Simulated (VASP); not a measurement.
C, 2 atoms in the cell. Symmetry: Fd-3m, No. 227, cubic system. Conventional cell: a = 4.438 Å, b = 4.438 Å, c = 4.438 Å, α = 90.00°, β = 90.00°, γ = 90.00°. Within 2.5 Å of C (site symmetry -43m) lie 4 C at 1.92 Å. 

* Program: VASP 6.6.1
* Task: relaxation of cell and atoms
* Functional: PBEsol
* Potentials or basis: VASP PAW PBE potentials, release 64 (C)
* Cutoff: 600 eV
* k mesh: 8 × 8 × 8
* Occupations: gaussian, width 0.1 eV
* Spin: no spin polarisation
* Dipole correction: no
* Further INCAR settings: ALGO = Normal; EDIFF = 1e-06; IBRION = 2; EDIFFG = -0.05; NSW = 80; ISIF = 3

Potentials or basis: VASP PAW PBE potentials, release 64 (C).

Command:

```console
$ cat potpaw_PBE.64/C/POTCAR > POTCAR
$ mpirun -np 1 vasp_std > vasp.out
```

Hardware: 1 thread of Intel Xeon 6975P-C, with other jobs on the host.

Question: Estimate the wall time of this run.

Answer: Run time: 17 s on 1 thread of Intel Xeon 6975P-C (shared host), peak memory 0.15 GiB. Counts: scf iterations 37, k points 29, ion steps 6.
